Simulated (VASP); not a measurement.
Set up this calculation in VASP 6.6.1, as the native input.

```yaml
Task: relaxation of cell and atoms
Functional: LDA
Potentials_or_basis: VASP PAW LDA potentials, release 64 (Pb_d)
Cutoff: 600 eV
k_mesh: 14 × 14 × 14
Occupations: gaussian, width 0.1 eV
Spin: no spin polarisation
Dipole_correction: no
Further_INCAR_settings: ALGO = Normal; EDIFF = 1e-06; IBRION = 2; EDIFFG = -0.005; NSW = 100; ISIF = 3
```

The structure of Pb lies in POSCAR:

```
Pb
1.0
    0.0000000000      2.4947547400      2.4947547400
    2.4947547400      0.0000000000      2.4947547400
    2.4947547400      2.4947547400      0.0000000000
Pb
1
Direct
    0.0000000000      0.0000000000      0.0000000000
```

One way to write it, as run:

INCAR

```
SYSTEM = Pb
PREC     = Accurate       ! precision mode
ENCUT    = 600            ! plane-wave cutoff, eV
EDIFF    = 1E-6           ! SCF threshold, eV
ISMEAR   = 0              ! smearing method
SIGMA    = 0.1            ! smearing width, eV
LREAL    = .False.        ! projectors in reciprocal space
LASPH    = .True.         ! aspherical terms in the spheres
NELM     = 100            ! most SCF steps
ALGO     = Normal         ! electronic algorithm
ISIF     = 3              ! what is computed and relaxed
LWAVE    = .False.        ! write WAVECAR
LCHARG   = .False.        ! write CHGCAR
GGA      = CA             ! functional
IBRION   = 2              ! ionic algorithm
NSW      = 100            ! ionic steps
EDIFFG   = -0.005         ! ionic threshold
```

KPOINTS

```
Automatic mesh
0
Gamma
  14 14 14
  0 0 0
```

Potentials or basis: VASP PAW LDA potentials, release 64 (Pb_d).

Run with:

```bash
$ cat potpaw_LDA.64/Pb_d/POTCAR > POTCAR
$ mpirun -np 1 vasp_std > vasp.out
```

It gave:

```yaml
Relaxed_volume: 29.18 Å³/atom
Relaxed_cell: a = 3.456 Å, b = 3.456 Å, c = 3.456 Å, α = 60.00°, β = 60.00°, γ = 60.00°
Space_group_after_relaxing_to_0.1_Å: Fm-3m (No. 225)
Energy_gained_by_relaxing: 17.7 meV/atom
Ionic_steps: 3
Pressure_after_relaxing: 0.0 GPa
Band_gap_on_the_k_mesh: zero (bands 7 and 8 overlap by 9.29 eV)
```

Caveat: spin-orbit coupling is left out, which moves the levels of the heavy elements.

Wall time 34 s on 1 thread of Intel(R) Xeon(R) Platinum 8488C (Sapphire Rapids), with other jobs on the host, peak memory 0.17 GiB.
